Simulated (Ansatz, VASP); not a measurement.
LiBr in VASP and in Ansatz

Contents of INCAR:

```
PREC = Accurate
ENCUT = 750
EDIFF = 1E-6
ISMEAR = -1
SIGMA = 0.03
LREAL = F
LASPH = T
NELM = 120
ALGO = Normal
ISIF = 2
LWAVE = F
LCHARG = T
GGA = PE
LELF = T
LVHAR = T
NBANDS = 12
GGA_COMPAT = F
```

KPOINTS

```
Automatic mesh
0
Gamma
  8 8 8
```

File POSCAR:

```
LiBr
1.0
   -0.0205837500      2.7445000000      2.7445000000
    2.7445000000     -0.0205837500      2.7445000000
    2.7239162500      2.7239162500      0.0000000000
Li Br
1 1
Direct
    0.0000000000      0.0000000000      0.0000000000
    0.5000000000      0.5000000000      0.5000000000
```

Input for Ansatz:

```yaml
crystal:
  lattice:
    - [-0.02058375, 2.7445, 2.7445]
    - [2.7445, -0.02058375, 2.7445]
    - [2.72391625, 2.72391625, 0.0]
  atoms:
    - { symbol: Li, position: [0.0, 0.0, 0.0] }
    - { symbol: Br, position: [0.5, 0.5, 0.5] }
kpoints:
  mp_grid: { grid: [8, 8, 8] }
scf:
  occupations: { method: fermi_dirac, width: 0.03 }
hamiltonian:
  xc: pbe
  pseudopotentials: { kind: all_electron, lapw: { basis_error: 0.001 } }
output:
  forces: true
  stress: true
  eigenvalues: true
```

Change from the starting cell: xy shear strain of -1.5 %.

Alike in both runs: task single point; functional PBE; k mesh 8 × 8 × 8; occupations fermi-dirac, width 0.03 eV; no spin polarisation.

|  | VASP | Ansatz |
| --- | --- | --- |
| version | VASP 6.6.1 | Ansatz 0.2.0 |
| potentials or method | VASP PAW PBE potentials, release 64 (Li_sv, Br), cutoff 750 eV | all-electron LAPW, scalar-relativistic |

|  | VASP | Ansatz | Ansatz less VASP |
| --- | --- | --- | --- |
| gap on the k mesh at the Fermi level (eV) | 4.92 | 4.92 | -0.005 |
| pressure (GPa) | 0.3 | 0.3 | +0.05 |
| traceless stress, the component that is largest in VASP (GPa) | 0.29 | 0.29 | 0.000 |

Ansatz ran all-electron here, and VASP with PAW potentials.
